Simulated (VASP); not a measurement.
A run of VASP 6.6.1 is set up as follows.

File INCAR:

```
ALGO     = Normal         # electronic algorithm
DIPOL    = 0.5 0.5 0.321
EDIFF    = 1E-7           # SCF threshold, eV
ENCUT    = 520            # plane-wave cutoff, eV
IDIPOL   = 3            
ISIF     = 2              # what is computed and relaxed
ISMEAR   = 0              # smearing method
LASPH    = T              # aspherical terms in the spheres
LCHARG   = F              # write CHGCAR
LDIPOL   = T            
LREAL    = Auto         
LWAVE    = F              # write WAVECAR
NBANDS   = 46             # bands
NELM     = 100            # most SCF steps
PREC     = Accurate       # precision mode
SIGMA    = 0.1            # smearing width, eV
```

KPOINTS

```
k-points
0
Gamma
  6 4 1
```

POSCAR

```
Be24Cl
1.0
    4.4524297778      0.0000000000      0.0000000000
    0.0000000000      7.0331519559      0.0000000000
    0.0000000000      0.0000000000     19.7998741415
Be Cl
24 1
Direct
    0.0000000000      0.3750000000      0.2020214862
    0.0000000000      0.8750000000      0.2020214862
    0.5000000000      0.3750000000      0.2020214862
    0.5000000000      0.8750000000      0.2020214862
    0.2500000000      0.1250000000      0.2344789088
    0.2500000000      0.6250000000      0.2344789088
    0.7500000000      0.1250000000      0.2344789088
    0.7500000000      0.6250000000      0.2344789088
    0.2500000000      0.3750000000      0.2993937541
    0.2500000000      0.8750000000      0.2993937541
    0.7500000000      0.3750000000      0.2993937541
    0.7500000000      0.8750000000      0.2993937541
    0.0000000000      0.1250000000      0.3261495625
    0.0000000000      0.6250000000      0.3261495625
    0.5000000000      0.1250000000      0.3261495625
    0.5000000000      0.6250000000      0.3261495625
    0.0000000000      0.3750000000      0.3969669015
    0.0000000000      0.8750000000      0.3969669015
    0.5000000000      0.3750000000      0.3969669015
    0.5000000000      0.8750000000      0.3969669015
    0.2500000000      0.1250000000      0.4191882273
    0.2500000000      0.6250000000      0.4191882273
    0.7500000000      0.1250000000      0.4191882273
    0.7500000000      0.6250000000      0.4191882273
    0.3333333333      0.3125000000      0.5019752692
```

Potentials or basis: VASP PAW LDA potentials, release 64 (Be, Cl).

Command:

```console
$ cat potpaw_LDA.64/Be/POTCAR potpaw_LDA.64/Cl/POTCAR > POTCAR
$ mpirun -np 1 vasp_std > vasp.out
```

(1) What does it give for the largest force?

(2) Predict the band gap on the k mesh.

Answers

(1) 0.877 eV/Å.

(2) zero (an odd number of electrons rules out a gap without spin polarisation).
